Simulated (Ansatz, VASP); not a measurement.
**Mo: VASP beside Ansatz**

```xyz
2
Lattice="2.8061 0.0000 0.0000 -1.4031 2.4302 0.0000 0.0000 0.0000 4.5834" Properties=species:S:1:pos:R:3 pbc="T T T"
Mo    0.0000    1.6201    3.4375
Mo    1.4031    0.8101    1.1458
```

Alike in both runs: task relaxation of cell and atoms; functional PBE; k mesh 18 × 18 × 10; occupations gaussian, width 0.05 eV; no spin polarisation.

|  | VASP | Ansatz |
| --- | --- | --- |
| version | VASP 6.6.1 | Ansatz 0.2.0 |
| potentials or method | VASP PAW PBE potentials, release 64 (Mo_sv), cutoff 600 eV | scalar-relativistic, plane waves, PAW |
| valence electrons in the cell | 28 | 28 |

```tsv
	VASP	Ansatz	Ansatz less VASP
gap on the k mesh at the Fermi level, each at its own relaxed structure (eV)	none	none	-
relaxed volume (Å³/atom)	16.15	16.12	-0.028
relaxed cell length with the largest relative difference (Å)	2.758	2.756	-0.0018
```

A gap of «none» marks a metal or a gap that the smearing closes.
